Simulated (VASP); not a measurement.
A run of VASP 6.6.1:

File INCAR:

```
SYSTEM = TiAl3
  PREC = Accurate
  ENCUT = 520
  EDIFF = 1E-6
  ISMEAR = -1
  SIGMA = 0.05
  LREAL = .FALSE.
  LASPH = .TRUE.
  NELM = 100
  ALGO = Normal
  ISIF = 2
  LWAVE = .FALSE.
  LCHARG = .FALSE.
  GGA = RE
  NBANDS = 18
```

File KPOINTS:

```
Automatic mesh
0
G
  10 10 10
  0 0 0
```

The input POSCAR:

```
TiAl3
1.0
   -1.9342008869      1.9342008869      4.3284402028
    1.9342008869     -1.9342008869      4.3284402028
    1.9342008869      1.9342008869     -4.3284402028
Ti Al
1 3
Direct
    0.0000000000      0.0000000000      0.0000000000
    0.2500000000      0.7500000000      0.5000000000
    0.7500000000      0.2500000000      0.5000000000
    0.5000000000      0.5000000000      0.0000000000
```

Potentials or basis: VASP PAW PBE potentials, release 64 (Ti_sv, Al).

Launch:

```sh
$ cat potpaw_PBE.64/Ti_sv/POTCAR potpaw_PBE.64/Al/POTCAR > POTCAR
$ mpirun -np 1 vasp_std > vasp.out
```

Hardware: 1 thread of Intel Xeon 8259CL, with other jobs on the host.

Task: Estimate the wall time of this run.

Result: Wall time 3.9 min on 1 thread of Intel Xeon 8259CL, on a shared host, peak memory 0.31 GiB. Counts: scf iterations 13, k points 102.
